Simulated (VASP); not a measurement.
# Si (I4/mmm) in VASP: further runs

Runs on Si. Level: PBE. Tasks: single point, relaxation of cell and atoms.

Program: VASP 6.6.1. These are calculated values, not measurements. Logs are shortened: lines on timing, memory, paths and dates and some standing lists are left out, and cuts for length are marked.

## 1. The cell of the first run

Symmetry: I4/mmm, No. 139, tetragonal system. Conventional cell: a = 6.691 Å, b = 6.691 Å, c = 3.861 Å, α = 90.00°, β = 90.00°, γ = 90.00°. Within 3.1 Å of Si (site symmetry m2m) lie 4 Si at 2.36 to 2.39 Å.

## 2. Single point, PBE

File INCAR:

```
ALGO = Normal ; EDIFF = 1E-6
ENCUT = 520 ; GGA = PE
ISIF = 2 ; ISMEAR = 0
LASPH = True ; LCHARG = False
LREAL = False ; LWAVE = False
NBANDS = 16 ; NELM = 100
PREC = Accurate ; SIGMA = 0.01
```

File KPOINTS:

```
k-points
0
Gamma
  10 10 10
```

File POSCAR:

```
Si
1.0
   -3.3455832253      3.3455832253      1.9304179686
    3.3455832253     -3.3455832253      1.9304179686
    3.3455832253      3.3455832253     -1.9304179686
Si
4
Direct
    0.1786105076      0.1786105076      0.3572210153
    0.8213894924      0.8213894924      0.6427789847
    0.1786105076      0.8213894924      0.0000000000
    0.8213894924      0.1786105076      0.0000000000
```

Potentials or basis: VASP PAW PBE potentials, release 64 (Si).

The run is started by

```bash
$ cat potpaw_PBE.64/Si/POTCAR > POTCAR
$ mpirun -np 1 vasp_std > vasp.out
```

OUTCAR:

```text
EDIFF = 1E-6
   ENCUT = 520
   GGA = PE
   ISIF = 2
   ISMEAR = 0
   LASPH = True
   LREAL = False
   NELM = 100
   PREC = Accurate

 ion  position               nearest neighbor table
   1  0.179  0.179  0.357-   2 2.36   2 2.36   3 2.39   4 2.39
   2  0.821  0.821  0.643-   1 2.36   1 2.36   4 2.39   3 2.39
   3  0.179  0.821  0.000-   4 2.36   4 2.36   2 2.39   1 2.39
   4  0.821  0.179  0.000-   3 2.36   3 2.36   2 2.39   1 2.39

  LATTYP: Found a body centered tetragonal cell.
 ALAT       =     6.6911664506
 C/A-ratio  =     0.5770049162

  Lattice vectors:

 A1 = (  -3.3455832253,   3.3455832253,   1.9304179686)
 A2 = (   3.3455832253,  -3.3455832253,   1.9304179686)
 A3 = (   3.3455832253,   3.3455832253,  -1.9304179686)

Analysis of symmetry for initial positions (statically):
=====================================================================
 Subroutine PRICEL returns:
 Original cell was already a primitive cell.

 Routine SETGRP: Setting up the symmetry group for a
 body centered tetragonal supercell.

 Subroutine GETGRP returns: Found 16 space group operations
 (whereof 16 operations were pure point group operations)
 out of a pool of 16 trial point group operations.

The static configuration has the point symmetry D_4h.

Analysis of symmetry for dynamics (positions and initial velocities):
=====================================================================
 Subroutine PRICEL returns:
 Original cell was already a primitive cell.

 Routine SETGRP: Setting up the symmetry group for a
 body centered tetragonal supercell.

 Subroutine GETGRP returns: Found 16 space group operations
 (whereof 16 operations were pure point group operations)
 out of a pool of 16 trial point group operations.

The dynamic configuration has the point symmetry D_4h.

 Subroutine INISYM returns: Found 16 space group operations
 (whereof 16 operations are pure point group operations),
 and found     1 'primitive' translations

----------------------------------------------------------------------------------------

                                     Primitive cell

  volume of cell :      86.4281

  direct lattice vectors                    reciprocal lattice vectors
    -3.345583225  3.345583225  1.930417969     0.000000000  0.149450773  0.259011265
     3.345583225 -3.345583225  1.930417969     0.149450773  0.000000000  0.259011265
     3.345583225  3.345583225 -1.930417969     0.149450773  0.149450773  0.000000000

  length of vectors
     5.110026200  5.110026200  5.110026200     0.299035732  0.299035732  0.211355310

  position of ions in fractional coordinates (direct lattice)
     0.178610508  0.178610508  0.357221015
     0.821389492  0.821389492  0.642778985
     0.178610508  0.821389492  0.000000000
     0.821389492  0.178610508  0.000000000

  ion indices of the primitive-cell ions
   primitive index   ion index
                 1           1
                 2           2
                 3           3
                 4           4

----------------------------------------------------------------------------------------

 KPOINTS: k-points

Automatic generation of k-mesh.
 Grid dimensions read from file:
 generate k-points for:   10   10   10

 Generating k-lattice:

  Cartesian coordinates                     Fractional coordinates (reciprocal lattice)
     0.000000000  0.014945077  0.025901126     0.100000000 -0.000000000  0.000000000
     0.014945077  0.000000000  0.025901126    -0.000000000  0.100000000  0.000000000
     0.014945077  0.014945077  0.000000000     0.000000000  0.000000000  0.100000000

  Length of vectors
     0.029903573  0.029903573  0.021135531

  Shift w.r.t. Gamma in fractional coordinates (k-lattice)
     0.000000000  0.000000000  0.000000000

 Subroutine IBZKPT returns following result:
 ===========================================

 Found    102 irreducible k-points:

 Following reciprocal coordinates:
            Coordinates               Weight
  0.000000  0.000000  0.000000      1.000000
  0.100000 -0.000000  0.000000      8.000000
  0.200000 -0.000000  0.000000      8.000000
  0.300000  0.000000  0.000000      8.000000
  0.400000  0.000000  0.000000      8.000000
  0.500000  0.000000 -0.000000      4.000000
[... 16 lines left out ...]
  0.300000  0.300000  0.000000      8.000000
  0.400000  0.300000  0.000000     16.000000
 [... further k-points ...]
   k-points           NKPTS =    102   k-points in BZ     NKDIM =    102   number of bands    NBANDS=     16
   number of dos      NEDOS =    301   number of ions     NIONS =      4
   total plane-waves  NPLWV =  64000
   dimension x,y,z NGX =    40 NGY =   40 NGZ =   40
   dimension x,y,z NGXF=    80 NGYF=   80 NGZF=   80
   ions per type =               4
   NGX,Y,Z   is equivalent  to a cutoff of  13.01, 13.01, 13.01 a.u.
   NGXF,Y,Z  is equivalent  to a cutoff of  26.03, 26.03, 26.03 a.u.
 SYSTEM =  unknown system
   PREC   = accura    normal or accurate (medium, high low for compatibility)
   ISTART =      0    job   : 0-new  1-cont  2-samecut
   ICHARG =      2    charge: 1-file 2-atom 10-const
   ISPIN  =      1    spin polarized calculation?
   LNONCOLLINEAR =      F non collinear calculations
   LSORBIT =      F    spin-orbit coupling
   LASPH  =      T    aspherical Exc in radial PAW
   ENCUT  =  520.0 eV  38.22 Ry    6.18 a.u.   9.50  9.50  9.50*2*pi/ulx,y,z
   NELM   =    100;   NELMIN=  2; NELMDL= -5     # of ELM steps
   EDIFF  = 0.1E-05   stopping-criterion for ELM
   LREAL  =      F    real-space projection
   EDIFFG = 0.1E-04   stopping-criterion for IOM
   NSW    =      0    number of steps for IOM
   IBRION =     -1    ionic relax: 0-MD 1-quasi-New 2-CG
   NFREE  =      0    steps in history (QN), initial steepest desc. (CG)
   ISIF   =      2    stress and relaxation
   ISYM   =      2    0-nonsym 1-usesym 2-fastsym
   POTIM  = 0.5000    time-step for ionic-motion
   TEBEG  =    0.0;   TEEND  =   0.0 temperature during run
   PSTRESS=    0.0 pullay stress
   NELECT =      16.0000    total number of electrons
   NUPDOWN=      -1.0000    fix difference up-down
   EMIN   =  10.00;   EMAX   =-10.00  energy-range for DOS
   EFERMI =   0.00;   METHOD = LEGACY
   ISMEAR =     0;   SIGMA  =   0.01  broadening in eV -4-tet -1-fermi 0-gaus
   EFERMI_NEDOS =   21; number of points for ismear=-14 and -15
   IALGO  =     38    algorithm
   IMIX   =      4    mixing-type and parameters
     AMIX     =   0.40;   BMIX     =  1.00
     AMIX_MAG =   1.60;   BMIX_MAG =  1.00
  volume/ion in A,a.u.               =      21.61       145.81
  Fermi-wavevector in a.u.,A,eV,Ry     =   0.933032  1.763175 11.844531  0.870548
  Thomas-Fermi vector in A             =   2.059691
   LORBIT       =      0    0 simple, 1 ext, 2 COOP (PROOUT), +10 PAW based schemes
   GGA     = PE    functional components
   LHFCALC =     F    Hartree Fock is set to
   AEXX    =    0.0000 exact exchange contribution
   IVDW    =     0    specifies the selected vdW correction
   LEPSILON=     F    determine dielectric tensor
   LRPA    =     F    only Hartree local field effects (RPA)
 non-spin polarized calculation
 Gauss-broadening in eV      SIGMA  =   0.01
  energy-cutoff  :      520.00
  volume of cell :       86.43
 maximum number of plane-waves:      2361
 NGX is ok and might be reduce to    40
   NGX = 19   NGY = 19   NGZ = 19

 number of electron      16.0000000 magnetization

 Free energy of the ion-electron system (eV)
  ---------------------------------------------------
  ext. energy  EPLUGINS =         0.00000000
  ---------------------------------------------------
  free energy    TOTEN  =       -21.29546488 eV

  energy without entropy =      -21.29546488  energy(sigma->0) =      -21.29546488

 E-fermi :   5.3574     XC(G=0):  -9.0194

 val. band max:        5.2770550969   @ k =   0.5000   0.5000   0.5000
 cond. band min:       5.6846349867   @ k =  -0.1000  -0.2000   0.1000
 fundamental gap:      0.4075798898
 Fermi energy:         5.3573695660

 k-point     1 :       0.0000    0.0000    0.0000
  band No.  band energies     occupation
      1      -6.6449      2.00000
      2      -2.4968      2.00000
      3      -0.2440      2.00000
      4      -0.2440      2.00000
      5       1.5885      2.00000
      6       3.8355      2.00000
[... 8 lines left out ...]
     15      10.8052      0.00000
     16      12.2128      0.00000

 k-point     2 :       0.1000   -0.0000    0.0000
  band No.  band energies     occupation
      1      -6.5358      2.00000
      2      -2.5189      2.00000
      3      -0.3859      2.00000
      4      -0.0907      2.00000
      5       1.6789      2.00000
      6       3.2290      2.00000
[... 8 lines left out ...]
     15      10.3430      0.00000
     16      12.7687      0.00000

 k-point     3 :       0.2000   -0.0000    0.0000
  band No.  band energies     occupation
      1      -6.2141      2.00000
      2      -2.5288      2.00000
      3      -0.7986      2.00000
      4       0.1579      2.00000
      5       1.8121      2.00000
      6       2.2074      2.00000
[... 8 lines left out ...]
     15      10.5806      0.00000
     16      12.0572      0.00000

 k-point     4 :       0.3000    0.0000    0.0000
  band No.  band energies     occupation
      1      -5.7034      2.00000
      2      -2.4481      2.00000
      3      -1.5044      2.00000
      4      -0.0250      2.00000
      5       1.4114      2.00000
      6       1.9200      2.00000
[... 8 lines left out ...]
     15      11.6127      0.00000
     16      11.8657      0.00000

 k-point     5 :       0.4000    0.0000    0.0000
  band No.  band energies     occupation
      1      -5.0825      2.00000
      2      -2.3655      2.00000
      3      -2.2728      2.00000
      4      -0.5315      2.00000
      5       1.0923      2.00000
      6       1.8850      2.00000
[... 8 lines left out ...]
     15      11.1557      0.00000
     16      12.8802      0.00000

 k-point     6 :       0.5000    0.0000   -0.0000
  band No.  band energies     occupation
      1      -4.7004      2.00000
      2      -2.8532      2.00000
      3      -2.1516      2.00000
      4      -0.7993      2.00000
      5       1.0158      2.00000
      6       1.8620      2.00000
[... 8 lines left out ...]
     15      10.9140      0.00000
     16      12.9891      0.00000
[... 267 lines left out ...]
 k-point    21 :      -0.3000    0.2000    0.0000
  band No.  band energies     occupation
      1      -6.2193      2.00000
      2      -3.4881      2.00000
      3      -0.5473      2.00000
      4       0.3830      2.00000
      5       2.7355      2.00000
      6       2.9129      2.00000
[... 8 lines left out ...]
     15      11.3234      0.00000
     16      11.7807      0.00000

 k-point    22 :      -0.2000    0.2000    0.0000
  band No.  band energies     occupation
      1      -6.4304      2.00000
      2      -3.2571      2.00000
      3      -0.1758      2.00000
      4      -0.0815      2.00000
      5       2.4977      2.00000
      6       3.6279      2.00000
[... 8 lines left out ...]
     15      11.2418      0.00000
     16      12.9764      0.00000

 k-point    23 :       0.3000    0.3000    0.0000
  band No.  band energies     occupation
      1      -4.6164      2.00000
      2      -3.2500      2.00000
      3      -2.4310      2.00000
      4      -0.3463      2.00000
      5       0.9102      2.00000
      6       2.5183      2.00000
[... 8 lines left out ...]
     15      11.6585      0.00000
     16      13.1213      0.00000

 k-point    24 :       0.4000    0.3000    0.0000
  band No.  band energies     occupation
      1      -4.9951      2.00000
      2      -3.8218      2.00000
      3      -1.7705      2.00000
      4       0.2759      2.00000
      5       1.1654      2.00000
      6       2.3776      2.00000
[... 8 lines left out ...]
     15      11.3868      0.00000
     16      12.0551      0.00000

 [... further k-points ...]

------------------------ aborting loop because EDIFF is reached ----------------------------------------

  FORCE on cell =-STRESS in cart. coord.  units (eV):
  Direction    XX          YY          ZZ          XY          YZ          ZX
  --------------------------------------------------------------------------------------
  -------------------------------------------------------------------------------------
  Total       -0.0296722     -0.0296722     -0.0346915      0.0000000      0.0000000      0.0000000
  in kB       -0.5500532     -0.5500532     -0.6431010      0.0000000      0.0000000      0.0000000
  external PRESSURE =      -0.5810691 kB  Pullay stress =       0.0000000 kB

 VOLUME and BASIS-vectors are now :
 -----------------------------------------------------------------------------
  energy-cutoff  :      520.00
  volume of cell :       86.43
      direct lattice vectors                 reciprocal lattice vectors
    -3.345583225  3.345583225  1.930417969     0.000000000  0.149450773  0.259011265
     3.345583225 -3.345583225  1.930417969     0.149450773  0.000000000  0.259011265
     3.345583225  3.345583225 -1.930417969     0.149450773  0.149450773  0.000000000

 POSITION                                       TOTAL-FORCE (eV/Angst)
 -----------------------------------------------------------------------------------
      1.19511      1.19511     -0.00000         0.000280      0.000280      0.000000
      2.15047      2.15047      1.93042        -0.000280     -0.000280     -0.000000
      2.15047     -2.15047      1.93042        -0.000280      0.000280      0.000000
     -2.15047      2.15047      1.93042         0.000280     -0.000280      0.000000
 -----------------------------------------------------------------------------------
    total drift:                               -0.000000     -0.000000      0.000000

  FREE ENERGIE OF THE ION-ELECTRON SYSTEM (eV)
  ---------------------------------------------------
  free  energy   TOTEN  =       -21.2954648792 eV

  energy  without entropy=      -21.2954648792  energy(sigma->0) =      -21.29546488
```

Wall time 2.5 min (1 thread of Intel Xeon 8259CL, shared host); peak memory 0.28 GiB.

Results:

```
Free energy            : -21.2955 eV
Pressure               : -0.1 GPa
Band gap on the k mesh : 0.41 eV (least direct gap 0.44 eV)
```

Levels at points of the mesh, in eV from the valence-band top:
```
           k point  band 6  band 7  band 8  band 9  band 10  band 11
(0.00, 0.00, 0.00)   -1.44   -1.44   -0.54    1.46     1.57     1.57
(0.50, 0.00, 0.00)   -3.42   -2.32   -1.40    0.89     2.36     3.05
(0.50, 0.50, 0.00)   -1.94   -1.83   -1.57    1.65     1.95     1.97
(0.50, 0.50, 0.50)   -0.20    0.00    0.00    0.44     3.04     3.46
```

(Part 1 of 2 ends here.)
